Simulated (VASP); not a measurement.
A run of VASP 6.6.1:

Contents of POSCAR:

```
TaN
1.0
    3.0480018400      0.0000000000      0.0000000000
   -1.5240009200      2.6396470300      0.0000000000
    0.0000000000      0.0000000000      4.9179997800
Ta N
2 2
Direct
    0.0000000000      0.0000000000      0.0000000000
    0.0000000000      0.0000000000      0.5000000000
    0.3333333333      0.6666666667      0.2500000000
    0.6666666667      0.3333333333      0.7500000000
```

Contents of INCAR.step1:

```
  PREC = Accurate
  ENCUT = 520
  ISMEAR = 0
  SIGMA = 0.05
  LREAL = False
  LASPH = True
  NELM = 150
  ISPIN = 2
  MAGMOM = 0.25 -0.25 0 0
  LMAXMIX = 4
  LDAU = True
  LDAUTYPE = 2
  LDAUL = 2 -1
  LDAUU = 4 0
  LDAUJ = 0 0
  NBANDS = 28
  GGA = PE
  ALGO = Normal
  EDIFF = 1E-4
  LWAVE = True
  LCHARG = False
```

The input INCAR.step2:

```
  PREC = Accurate
  ENCUT = 520
  EDIFF = 1E-7
  ISMEAR = 0
  SIGMA = 0.05
  LREAL = False
  LASPH = True
  NELM = 150
  ALGO = Normal
  ISIF = 2
  LWAVE = False
  LCHARG = True
  ISPIN = 2
  MAGMOM = 0.25 -0.25 0 0
  LORBIT = 11
  LMAXMIX = 4
  LDAU = True
  LDAUTYPE = 2
  LDAUL = 2 -1
  LDAUU = 4 0
  LDAUJ = 0 0
  LDAUPRINT = 1
  METAGGA = R2SCAN
  LMIXTAU = True
  LELF = True
  LVHAR = True
  NBANDS = 28
  ISTART = 1
```

KPOINTS

```
regular mesh
0
Gamma
  7 7 4
```

Potentials or basis: VASP PAW PBE potentials, release 64 (Ta_pv, N).

Launch:

```sh
$ cat potpaw_PBE.64/Ta_pv/POTCAR potpaw_PBE.64/N/POTCAR > POTCAR
$ cp INCAR.step1 INCAR
$ mpirun -np 1 vasp_std > vasp.out
$ cp INCAR.step2 INCAR
$ mpirun -np 1 vasp_std > vasp.out
```

Hardware: 1 thread of AMD EPYC 9R45 96-Core Processor (Zen 5), with other jobs on the host.

How long does it take, and how much memory?

It took 2.7 min on 1 thread of AMD EPYC 9R45 96-Core Processor (Zen 5), with other jobs on the host, peak memory 0.18 GiB. Counts: k points 24.
